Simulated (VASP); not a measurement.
# MgRe3 in VASP: a series of runs

The runs below take MgRe3 through single point, with PBE.

All numbers are computed with VASP 6.6.1; they aren't measurements. Logs are shortened: lines on timing, memory, paths and dates and some standing lists are left out, and cuts for length are marked.

### Step 1. The cell of the first run

Symmetry: Fm-3m, No. 225, cubic system. Conventional cell: a = 6.229 Å, b = 6.229 Å, c = 6.229 Å, α = 90.00°, β = 90.00°, γ = 90.00°. Within 3.6 Å of Mg (site symmetry m-3m) lie 14 Re at 2.70 to 3.11 Å. Within 3.6 Å of Re (site symmetry -43m) lie 4 Mg at 2.70 Å and 10 Re at 2.70 to 3.11 Å. Re (site symmetry m-3m) has 8 Re at 2.70 Å and 6 Mg at 3.11 Å within 3.6 Å.

### Step 2. Single point, PBE

The input, INCAR:

```
PREC = Accurate ; ENCUT = 520
EDIFF = 1E-6 ; ISMEAR = -1
SIGMA = 0.1 ; LREAL = F
LASPH = T ; NELM = 80
ALGO = Normal ; ISIF = 2
LWAVE = F ; LCHARG = F
GGA = PE ; NBANDS = 20
```

The input, KPOINTS:

```
Automatic mesh
0
Gamma
  10 10 10
```

The input, POSCAR:

```
MgRe3
1.0
    0.0000000000      3.1145300000      3.1145300000
    3.1145300000      0.0000000000      3.1145300000
    3.1145300000      3.1145300000      0.0000000000
Mg Re
1 3
Direct
    0.0000000000      0.0000000000      0.0000000000
    0.2500000000      0.2500000000      0.2500000000
    0.5000000000      0.5000000000      0.5000000000
    0.7500000000      0.7500000000      0.7500000000
```

Potentials or basis: VASP PAW PBE potentials, release 64 (Mg, Re).

Command:

```bash
$ cat potpaw_PBE.64/Mg/POTCAR potpaw_PBE.64/Re/POTCAR > POTCAR
$ mpirun -np 1 vasp_std > vasp.out
```

OUTCAR:

```text
PREC = Accurate
   ENCUT = 520
   EDIFF = 1E-6
   ISMEAR = -1
   LREAL = F
   LASPH = T
   NELM = 80
   ISIF = 2
   GGA = PE

 ion  position               nearest neighbor table
   1  0.000  0.000  0.000-   4 2.70   4 2.70   4 2.70   2 2.70   4 2.70   2 2.70   2 2.70   2 2.70
                             3 3.11   3 3.11   3 3.11   3 3.11   3 3.11   3 3.11
   2  0.250  0.250  0.250-   1 2.70   1 2.70   1 2.70   1 2.70   3 2.70   3 2.70   3 2.70   3 2.70
                             4 3.11   4 3.11   4 3.11   4 3.11   4 3.11   4 3.11
   3  0.500  0.500  0.500-   2 2.70   2 2.70   2 2.70   2 2.70   4 2.70   4 2.70   4 2.70   4 2.70
                             1 3.11   1 3.11   1 3.11   1 3.11   1 3.11   1 3.11
   4  0.750  0.750  0.750-   3 2.70   3 2.70   3 2.70   1 2.70   3 2.70   1 2.70   1 2.70   1 2.70
                             2 3.11   2 3.11   2 3.11   2 3.11   2 3.11   2 3.11

  LATTYP: Found a face centered cubic cell.
 ALAT       =     6.2290600000

  Lattice vectors:

 A1 = (   0.0000000000,   3.1145300000,   3.1145300000)
 A2 = (   3.1145300000,   0.0000000000,   3.1145300000)
 A3 = (   3.1145300000,   3.1145300000,   0.0000000000)

Analysis of symmetry for initial positions (statically):
=====================================================================
 Subroutine PRICEL returns:
 Original cell was already a primitive cell.

 Routine SETGRP: Setting up the symmetry group for a
 face centered cubic supercell.

 Subroutine GETGRP returns: Found 48 space group operations
 (whereof 48 operations were pure point group operations)
 out of a pool of 48 trial point group operations.

The static configuration has the point symmetry O_h .

Analysis of symmetry for dynamics (positions and initial velocities):
=====================================================================
 Subroutine PRICEL returns:
 Original cell was already a primitive cell.

 Routine SETGRP: Setting up the symmetry group for a
 face centered cubic supercell.

 Subroutine GETGRP returns: Found 48 space group operations
 (whereof 48 operations were pure point group operations)
 out of a pool of 48 trial point group operations.

The dynamic configuration has the point symmetry O_h .

 Subroutine INISYM returns: Found 48 space group operations
 (whereof 48 operations are pure point group operations),
 and found     1 'primitive' translations

----------------------------------------------------------------------------------------

                                     Primitive cell

  volume of cell :      60.4237

  direct lattice vectors                    reciprocal lattice vectors
     0.000000000  3.114530000  3.114530000    -0.160537866  0.160537866  0.160537866
     3.114530000  0.000000000  3.114530000     0.160537866 -0.160537866  0.160537866
     3.114530000  3.114530000  0.000000000     0.160537866  0.160537866 -0.160537866

  length of vectors
     4.404610566  4.404610566  4.404610566     0.278059741  0.278059741  0.278059741

  position of ions in fractional coordinates (direct lattice)
     0.000000000  0.000000000  0.000000000
     0.250000000  0.250000000  0.250000000
     0.500000000  0.500000000  0.500000000
     0.750000000  0.750000000  0.750000000

  ion indices of the primitive-cell ions
   primitive index   ion index
                 1           1
                 2           2
                 3           3
                 4           4

----------------------------------------------------------------------------------------

 KPOINTS: Automatic mesh

Automatic generation of k-mesh.
 Grid dimensions read from file:
 generate k-points for:   10   10   10

 Generating k-lattice:

  Cartesian coordinates                     Fractional coordinates (reciprocal lattice)
    -0.016053787  0.016053787  0.016053787     0.100000000  0.000000000  0.000000000
     0.016053787 -0.016053787  0.016053787     0.000000000  0.100000000  0.000000000
     0.016053787  0.016053787 -0.016053787     0.000000000  0.000000000  0.100000000

  Length of vectors
     0.027805974  0.027805974  0.027805974

  Shift w.r.t. Gamma in fractional coordinates (k-lattice)
     0.000000000  0.000000000  0.000000000

 Subroutine IBZKPT returns following result:
 ===========================================

 Found     47 irreducible k-points:

 Following reciprocal coordinates:
            Coordinates               Weight
  0.000000  0.000000  0.000000      1.000000
  0.100000  0.000000  0.000000      8.000000
  0.200000  0.000000  0.000000      8.000000
  0.300000  0.000000  0.000000      8.000000
  0.400000  0.000000  0.000000      8.000000
  0.500000  0.000000  0.000000      4.000000
[... 16 lines left out ...]
  0.300000  0.300000  0.000000      6.000000
  0.400000  0.300000  0.000000     24.000000
 [... further k-points ...]
   k-points           NKPTS =     47   k-points in BZ     NKDIM =     47   number of bands    NBANDS=     20
   number of dos      NEDOS =    301   number of ions     NIONS =      4
   total plane-waves  NPLWV =  46656
   dimension x,y,z NGX =    36 NGY =   36 NGZ =   36
   dimension x,y,z NGXF=    72 NGYF=   72 NGZF=   72
   ions per type =               1   3
   NGX,Y,Z   is equivalent  to a cutoff of  13.59, 13.59, 13.59 a.u.
   NGXF,Y,Z  is equivalent  to a cutoff of  27.18, 27.18, 27.18 a.u.
 SYSTEM =  unknown system
   PREC   = accura    normal or accurate (medium, high low for compatibility)
   ISTART =      0    job   : 0-new  1-cont  2-samecut
   ICHARG =      2    charge: 1-file 2-atom 10-const
   ISPIN  =      1    spin polarized calculation?
   LNONCOLLINEAR =      F non collinear calculations
   LSORBIT =      F    spin-orbit coupling
   LASPH  =      T    aspherical Exc in radial PAW
   ENCUT  =  520.0 eV  38.22 Ry    6.18 a.u.   8.19  8.19  8.19*2*pi/ulx,y,z
   NELM   =     80;   NELMIN=  2; NELMDL= -5     # of ELM steps
   EDIFF  = 0.1E-05   stopping-criterion for ELM
   LREAL  =      F    real-space projection
   EDIFFG = 0.1E-04   stopping-criterion for IOM
   NSW    =      0    number of steps for IOM
   IBRION =     -1    ionic relax: 0-MD 1-quasi-New 2-CG
   NFREE  =      0    steps in history (QN), initial steepest desc. (CG)
   ISIF   =      2    stress and relaxation
   ISYM   =      2    0-nonsym 1-usesym 2-fastsym
   POTIM  = 0.5000    time-step for ionic-motion
   TEBEG  =    0.0;   TEEND  =   0.0 temperature during run
   PSTRESS=    0.0 pullay stress
   NELECT =      23.0000    total number of electrons
   NUPDOWN=      -1.0000    fix difference up-down
   EMIN   =  10.00;   EMAX   =-10.00  energy-range for DOS
   EFERMI =   0.00;   METHOD = LEGACY
   ISMEAR =    -1;   SIGMA  =   0.10  broadening in eV -4-tet -1-fermi 0-gaus
   EFERMI_NEDOS =   21; number of points for ismear=-14 and -15
   IALGO  =     38    algorithm
   IMIX   =      4    mixing-type and parameters
     AMIX     =   0.40;   BMIX     =  1.00
     AMIX_MAG =   1.60;   BMIX_MAG =  1.00
  volume/ion in A,a.u.               =      15.11       101.94
  Fermi-wavevector in a.u.,A,eV,Ry     =   1.186447  2.242059 19.152322  1.407656
  Thomas-Fermi vector in A             =   2.322619
   LORBIT       =      0    0 simple, 1 ext, 2 COOP (PROOUT), +10 PAW based schemes
   GGA     = PE    functional components
   LHFCALC =     F    Hartree Fock is set to
   AEXX    =    0.0000 exact exchange contribution
   IVDW    =     0    specifies the selected vdW correction
   LEPSILON=     F    determine dielectric tensor
   LRPA    =     F    only Hartree local field effects (RPA)
 non-spin polarized calculation
  energy-cutoff  :      520.00
  volume of cell :       60.42
 maximum number of plane-waves:      1660
 NGX is ok and might be reduce to    36
   NGX = 17   NGY = 17   NGZ = 17

 number of electron      22.9999998 magnetization

 Free energy of the ion-electron system (eV)
  ---------------------------------------------------
  ext. energy  EPLUGINS =         0.00000000
  ---------------------------------------------------
  free energy    TOTEN  =       -37.75736637 eV

  energy without entropy =      -37.67097038  energy(sigma->0) =      -37.71416837

 E-fermi :   6.9252     XC(G=0): -12.7018

 val. band max:        6.9163394892   @ k =   0.5000   0.3000   0.1000
 cond. band min:       6.9346812076   @ k =  -0.4000   0.4000   0.1000
 fundamental gap:      0.0183417184
 Fermi energy:         6.9251737504

 k-point     1 :       0.0000    0.0000    0.0000
  band No.  band energies     occupation
      1      -2.5418      2.00000
      2       1.8697      2.00000
      3       1.8697      2.00000
      4       3.2381      2.00000
      5       3.2381      2.00000
      6       3.2381      2.00000
[... 12 lines left out ...]
     19      14.5328      0.00000
     20      14.5328      0.00000

 k-point     2 :       0.1000    0.0000    0.0000
  band No.  band energies     occupation
      1      -2.3811      2.00000
      2       1.9271      2.00000
      3       1.9271      2.00000
      4       3.0503      2.00000
      5       3.2897      2.00000
      6       3.2897      2.00000
[... 12 lines left out ...]
     19      14.4746      0.00000
     20      14.6328      0.00000

 k-point     3 :       0.2000    0.0000    0.0000
  band No.  band energies     occupation
      1      -1.9142      2.00000
      2       2.0964      2.00000
      3       2.0964      2.00000
      4       2.7650      2.00000
      5       3.3782      2.00000
      6       3.3782      2.00000
[... 12 lines left out ...]
     19      14.3620      0.00000
     20      14.3621      0.00000

 k-point     4 :       0.3000    0.0000    0.0000
  band No.  band energies     occupation
      1      -1.1887      2.00000
      2       2.3569      2.00000
      3       2.3569      2.00000
      4       2.5509      2.00000
      5       3.3278      2.00000
      6       3.3955      2.00000
[... 12 lines left out ...]
     19      14.2652      0.00000
     20      14.4514      0.00000

 k-point     5 :       0.4000    0.0000    0.0000
  band No.  band energies     occupation
      1      -0.2968      2.00000
      2       1.9703      2.00000
      3       2.6340      2.00000
      4       2.6340      2.00000
      5       3.0325      2.00000
      6       3.3644      2.00000
[... 12 lines left out ...]
     19      14.1872      0.00000
     20      14.2032      0.00000

 k-point     6 :       0.5000    0.0000    0.0000
  band No.  band energies     occupation
      1       0.3830      2.00000
      2       1.3046      2.00000
      3       2.7657      2.00000
      4       2.7658      2.00000
      5       3.0892      2.00000
      6       3.3478      2.00000
[... 12 lines left out ...]
     19      14.1530      0.00000
     20      14.1530      0.00000

 k-point     7 :       0.1000    0.1000    0.0000
  band No.  band energies     occupation
      1      -2.3278      2.00000
      2       1.8920      2.00000
      3       1.9825      2.00000
      4       3.1252      2.00000
      5       3.2306      2.00000
      6       3.2306      2.00000
[... 12 lines left out ...]
     19      14.0100      0.00000
     20      14.1641      0.00000
[... 277 lines left out ...]
 k-point    20 :      -0.4000    0.2000    0.0000
  band No.  band energies     occupation
      1       0.5493      2.00000
      2       1.3691      2.00000
      3       2.3045      2.00000
      4       2.6633      2.00000
      5       3.0426      2.00000
      6       3.3084      2.00000
[... 12 lines left out ...]
     19      12.3114      0.00000
     20      14.7827      0.00000

 k-point    21 :      -0.3000    0.2000    0.0000
  band No.  band energies     occupation
      1      -0.2123      2.00000
      2       1.9393      2.00000
      3       2.4765      2.00000
      4       2.6555      2.00000
      5       2.7190      2.00000
      6       3.3899      2.00000
[... 12 lines left out ...]
     19      12.7463      0.00000
     20      14.9367      0.00000

 k-point    22 :      -0.2000    0.2000    0.0000
  band No.  band energies     occupation
      1      -0.9703      2.00000
      2       2.0984      2.00000
      3       2.3909      2.00000
      4       2.6285      2.00000
      5       2.9552      2.00000
      6       3.5453      2.00000
[... 12 lines left out ...]
     19      13.3901      0.00000
     20      15.1327      0.00000

 k-point    23 :       0.3000    0.3000    0.0000
  band No.  band energies     occupation
      1      -0.7572      2.00000
      2       1.4334      2.00000
      3       2.2962      2.00000
      4       2.8447      2.00000
      5       3.0656      2.00000
      6       3.3288      2.00000
[... 12 lines left out ...]
     19      11.3039      0.00000
     20      13.8452      0.00000

 k-point    24 :       0.4000    0.3000    0.0000
  band No.  band energies     occupation
      1      -0.1261      2.00000
      2       1.3104      2.00000
      3       1.9320      2.00000
      4       2.9179      2.00000
      5       3.1482      2.00000
      6       3.3974      2.00000
[... 12 lines left out ...]
     19      10.8365      0.00000
     20      14.1446      0.00000

 [... further k-points ...]

------------------------ aborting loop because EDIFF is reached ----------------------------------------

  FORCE on cell =-STRESS in cart. coord.  units (eV):
  Direction    XX          YY          ZZ          XY          YZ          ZX
  --------------------------------------------------------------------------------------
  -------------------------------------------------------------------------------------
  Total       -0.3670725     -0.3670725     -0.3670725      0.0000000     -0.0000000     -0.0000000
  in kB       -9.7331840     -9.7331840     -9.7331840      0.0000000     -0.0000000     -0.0000000
  external PRESSURE =      -9.7331840 kB  Pullay stress =       0.0000000 kB

 VOLUME and BASIS-vectors are now :
 -----------------------------------------------------------------------------
  energy-cutoff  :      520.00
  volume of cell :       60.42
      direct lattice vectors                 reciprocal lattice vectors
     0.000000000  3.114530000  3.114530000    -0.160537866  0.160537866  0.160537866
     3.114530000  0.000000000  3.114530000     0.160537866 -0.160537866  0.160537866
     3.114530000  3.114530000  0.000000000     0.160537866  0.160537866 -0.160537866

 POSITION                                       TOTAL-FORCE (eV/Angst)
 -----------------------------------------------------------------------------------
      0.00000      0.00000      0.00000        -0.000000     -0.000000     -0.000000
      1.55726      1.55726      1.55726         0.000000     -0.000000      0.000000
      3.11453      3.11453      3.11453        -0.000000     -0.000000     -0.000000
      4.67179      4.67179      4.67179        -0.000000      0.000000     -0.000000
 -----------------------------------------------------------------------------------
    total drift:                                0.000000      0.000000      0.000000

  FREE ENERGIE OF THE ION-ELECTRON SYSTEM (eV)
  ---------------------------------------------------
  free  energy   TOTEN  =       -37.7573663705 eV

  energy  without entropy=      -37.6709703783  energy(sigma->0) =      -37.71416837
```

Run time: 84 s. Hardware: 1 thread of Intel Xeon Platinum 8259CL at 2.50GHz (Skylake/Cascade Lake), shared host; peak memory 0.23 GiB.

Results:

```yaml
Free_energy: -37.7574 eV
Pressure: -1.0 GPa
Band_gap_on_the_k_mesh: zero (an odd number of electrons rules out a gap without spin polarisation)
```

Levels at points of the mesh, in eV from the Fermi level:
```tsv
k point	band 9	band 10	band 11	band 12	band 13	band 14	band 15	band 16
(0.00, 0.00, 0.00)	-2.88	1.19	1.19	1.19	1.49	1.49	2.47	2.47
(0.50, 0.00, 0.00)	-2.18	-1.31	-1.10	-1.10	1.37	1.37	1.84	1.84
(0.50, 0.50, 0.00)	-1.15	-1.15	0.15	0.15	0.87	1.08	1.68	2.22
```

Caveat: spin-orbit coupling is left out, which moves the levels of the heavy elements.

### Step 3. Single point, PBE

This run uses another cell than the first one, of 14.51 Å³/atom.

The input, INCAR:

```
PREC     = Accurate       # precision mode
ENCUT    = 520            # plane-wave cutoff, eV
EDIFF    = 1E-6           # SCF threshold, eV
ISMEAR   = -1             # smearing method
SIGMA    = 0.1            # smearing width, eV
LREAL    = F              # projectors in reciprocal space
LASPH    = T              # aspherical terms in the spheres
NELM     = 60             # most SCF steps
ALGO     = Normal         # electronic algorithm
ISIF     = 2              # what is computed and relaxed
LWAVE    = F              # write WAVECAR
LCHARG   = T              # write CHGCAR
GGA      = PE             # functional
LELF     = T              # ELF
LVHAR    = T            
NBANDS   = 20             # bands
```

KPOINTS is that of step 2.

The input, POSCAR:

```
MgRe3
1.0
    0.0000000000      3.0522394000      3.1145300000
    3.0522394000      0.0000000000      3.1145300000
    3.0522394000      3.0522394000      0.0000000000
Mg Re
1 3
Direct
    0.0000000000      0.0000000000      0.0000000000
    0.2500000000      0.2500000000      0.2500000000
    0.5000000000      0.5000000000      0.5000000000
    0.7500000000      0.7500000000      0.7500000000
```

Potentials or basis: VASP PAW PBE potentials, release 64 (Mg, Re).

Command:

```bash
$ cat potpaw_PBE.64/Mg/POTCAR potpaw_PBE.64/Re/POTCAR > POTCAR
$ mpirun -np 1 vasp_std > vasp.out
```

It took 2 min on 1 thread of Intel Xeon Platinum 8259CL at 2.50GHz (Skylake/Cascade Lake), shared host; peak memory 0.25 GiB.

The run converged. Its results:

- Free energy: -37.6804 eV
- Pressure: 10.6 GPa
- Band gap on the k mesh: zero (an odd number of electrons rules out a gap without spin polarisation)

Stress tensor (GPa, compression positive):
```
11.60  0.00  0.00
 0.00 11.60  0.00
 0.00  0.00  8.71
```

Levels at points of the mesh, in eV from the Fermi level:
```
           k point  band 9  band 10  band 11  band 12  band 13  band 14  band 15  band 16
(0.00, 0.00, 0.00)   -2.98     1.24     1.24     1.29     1.49     1.67     2.53     2.74
(0.50, 0.00, 0.00)   -2.25    -1.37    -1.20    -1.15     1.42     1.48     1.84     2.07
(0.50, 0.50, 0.00)   -1.12    -1.12     0.30     0.30     1.01     1.36     1.79     2.40
(0.50, 0.00, 0.50)   -1.38    -1.17     0.14     0.16     0.89     1.04     1.81     2.24
```

Caveat: the cell stands under pressure; spin-orbit coupling is left out, which moves the levels of the heavy elements.
